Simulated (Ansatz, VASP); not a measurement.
# MgS: VASP and Ansatz over several settings

```
S Mg
1.0
     0.00000    2.60165    2.60165
     2.60165    0.00000    2.60165
     2.60165    2.60165    0.00000
S Mg
1 1
Cartesian
  2.6016 2.6016 2.6016
  0.0000 0.0000 0.0000
```

Single points on this cell with VASP 6.6.1 and Ansatz 0.2.0. Each row is one pair of runs. Alike in all rows: spin: off; k mesh: 9 × 9 × 9; VASP's potentials, cutoff: VASP PAW PBE potentials, release 64 (S, Mg), 520 eV; Ansatz's potentials, cutoff: Ansatz PAW, 420 eV.

| level | smearing | gap on the k mesh at the Fermi level (eV), VASP | gap on the k mesh at the Fermi level (eV), Ansatz | least direct gap on the mesh (eV), VASP | least direct gap on the mesh (eV), Ansatz | pressure (GPa), VASP | pressure (GPa), Ansatz |
| --- | --- | --- | --- | --- | --- | --- | --- |
| PBE | gaussian, width 0.014 eV | ? | 2.92 | ? | 3.72 | ? | 1.2 |
| PBE | gaussian, width 0.015 eV | 2.91 | 2.92 | 3.71 | 3.72 | 0.9 | 1.2 |
| PBE | gaussian, width 0.016 eV | 2.91 | 2.92 | 3.71 | 3.72 | 0.9 | 1.2 |
| PBE | gaussian, width 0.017 eV | 2.91 | 2.92 | 3.71 | 3.72 | 0.9 | 1.2 |
| PBE | gaussian, width 0.018 eV | 2.91 | 2.92 | 3.71 | 3.72 | 0.9 | 1.2 |
| PBE | gaussian, width 0.019 eV | 2.91 | 2.92 | 3.71 | 3.72 | 0.9 | 1.2 |
| PBE | gaussian, width 0.021 eV | 2.91 | 2.92 | 3.71 | 3.72 | 0.9 | 1.2 |
| PBE | gaussian, width 0.022 eV | 2.91 | 2.92 | 3.71 | 3.72 | 0.9 | 1.2 |

Question: Fill in what VASP gave in row 1.

Answer: gap on the k mesh at the Fermi level (eV): 2.91; least direct gap on the mesh (eV): 3.71; pressure (GPa): 0.9.

VASP's potentials hold 8 valence electrons a cell and Ansatz's 16, so a difference there can come from the potentials and not from the codes.

Noted on Ansatz's runs: odd divisions of the mesh miss points on the zone boundary, where band edges often lie, so the gap on the mesh can be too wide.
